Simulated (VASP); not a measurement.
W: single point with PBEsol

The system is W.

```xyz
1
Lattice="0.0000 2.0164 2.0164 2.0164 0.0000 2.0164 2.0164 2.0164 0.0000" Properties=species:S:1:pos:R:3 pbc="T T T"
W     0.0000    0.0000    0.0000
```

```json
{
  "Program": "VASP 6.6.1",
  "Task": "single point",
  "Functional": "PBEsol",
  "Potentials or basis": "VASP PAW PBE potentials, release 64 (W_sv)",
  "Cutoff": "520 eV",
  "k mesh": "12 × 12 × 12",
  "Occupations": "fermi-dirac, width 0.1 eV",
  "Spin": "no spin polarisation"
}
```

```
Pressure               : -7.1 GPa
Band gap on the k mesh : zero (band 7 reaches 13.40 eV, above the bottom of band 8 at 9.77 eV)
```

Levels at points of the mesh, in eV from the Fermi level:
```
           k point  band 4  band 5  band 6  band 7  band 8  band 9  band 10  band 11
(0.00, 0.00, 0.00)  -37.27   -9.04   -0.59   -0.59   -0.59    2.53     2.53    12.80
(0.50, 0.00, 0.00)  -37.43   -5.64   -0.82   -0.82    0.62    5.03     5.03    10.26
(0.50, 0.50, 0.00)  -37.69   -5.53   -4.55    3.04    4.99    5.77     5.77    11.71
```

It took 9.3 s on 1 thread of Intel(R) Xeon(R) Platinum 8488C (Sapphire Rapids), with other jobs on the host, peak memory 0.14 GiB.

Caveat: the PAW data sets were made with another functional, which shifts forces and pressure a little; spin-orbit coupling is left out, which moves the levels of the heavy elements.
